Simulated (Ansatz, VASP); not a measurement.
**Si3N4: VASP beside Ansatz**

The input INCAR:

```
SYSTEM = Si3N4
ALGO = Normal ; EDIFF = 1E-8
ENCUT = 520 ; GGA = PE
ISIF = 2 ; ISMEAR = -1
LASPH = .True. ; LCHARG = .False.
LEFG = .True. ; LREAL = .False.
LWAVE = .False. ; NBANDS = 45
NELM = 100 ; PREC = Accurate
SIGMA = 0.02
```

File KPOINTS:

```
k-points
0
Gamma
  4 4 10
  0 0 0
```

The input POSCAR:

```
Si3N4
1.0
    7.5950000000      0.0000000000      0.0000000000
   -3.7975000000      6.5774629417      0.0000000000
    0.0000000000      0.0000000000      2.9023000000
Si N
6 8
Direct
    0.7687000000      0.1744000000      0.2500000000
    0.5943000000      0.7687000000      0.7500000000
    0.8256000000      0.5943000000      0.2500000000
    0.2313000000      0.8256000000      0.7500000000
    0.4057000000      0.2313000000      0.2500000000
    0.1744000000      0.4057000000      0.7500000000
    0.0297000000      0.3295000000      0.2650000000
    0.7002000000      0.0297000000      0.7650000000
    0.6705000000      0.7002000000      0.2650000000
    0.9703000000      0.6705000000      0.7650000000
    0.2998000000      0.9703000000      0.2650000000
    0.3295000000      0.2998000000      0.7650000000
    0.3333333333      0.6666666667      0.2344000000
    0.6666666667      0.3333333333      0.7344000000
```

Input for Ansatz:

```yaml
crystal:
  lattice:
    - [7.595, 0.0, 0.0]
    - [-3.7975, 6.5774629417, 0.0]
    - [0.0, 0.0, 2.9023]
  atoms:
    - { symbol: Si, position: [0.7687, 0.1744, 0.25] }
    - { symbol: Si, position: [0.5943, 0.7687, 0.75] }
    - { symbol: Si, position: [0.8256, 0.5943, 0.25] }
    - { symbol: Si, position: [0.2313, 0.8256, 0.75] }
    - { symbol: Si, position: [0.4057, 0.2313, 0.25] }
    - { symbol: Si, position: [0.1744, 0.4057, 0.75] }
    - { symbol: "N", position: [0.0297, 0.3295, 0.265] }
    - { symbol: "N", position: [0.7002, 0.0297, 0.765] }
    - { symbol: "N", position: [0.6705, 0.7002, 0.265] }
    - { symbol: "N", position: [0.9703, 0.6705, 0.765] }
    - { symbol: "N", position: [0.2998, 0.9703, 0.265] }
    - { symbol: "N", position: [0.3295, 0.2998, 0.765] }
    - { symbol: "N", position: [0.3333333333, 0.6666666667, 0.2344] }
    - { symbol: "N", position: [0.6666666667, 0.3333333333, 0.7344] }
kpoints:
  mp_grid: { grid: [4, 4, 10] }
scf:
  occupations: { method: fermi_dirac, width: 0.02 }
hamiltonian:
  xc: pbe
  pseudopotentials: { kind: paw }
output:
  forces: true
  stress: true
  populations: true
  efg:
    quadrupole_moments_barn: { "N": 0.02044 }
    contact_densities: true
```

Alike in both runs: task electric field gradients; functional PBE; k mesh 4 × 4 × 10; occupations fermi-dirac, width 0.02 eV; no spin polarisation.

|  | VASP | Ansatz |
| --- | --- | --- |
| version | VASP 6.6.1 | Ansatz 0.2.0 |
| potentials or method | VASP PAW PBE potentials, release 64 (Si, N) | plane-wave PAW, scalar-relativistic |
| plane-wave cutoff (eV) | 520 | 420 |
| valence electrons in the cell | 64 | 64 |

Ansatz gave:

```
gap on the k mesh at the Fermi level (eV)                     : 1.42
pressure (GPa)                                                : -2.2
traceless stress, the component that is largest in VASP (GPa) : -27.46
rms of the force components (eV/Å)                            : 1.323
size of Vzz on the site where it differs most (V/Å²)          : 47.2
```

Q: What did VASP give for the same quantities?

A: gap on the k mesh at the Fermi level (eV): 1.40; pressure (GPa): -2.4; traceless stress, the component that is largest in VASP (GPa): -27.49; rms of the force components (eV/Å): 1.316; size of Vzz on the site where it differs most (V/Å²): 44.6.

Atom by atom the forces differ by 0.013 eV/Å (rms over components).
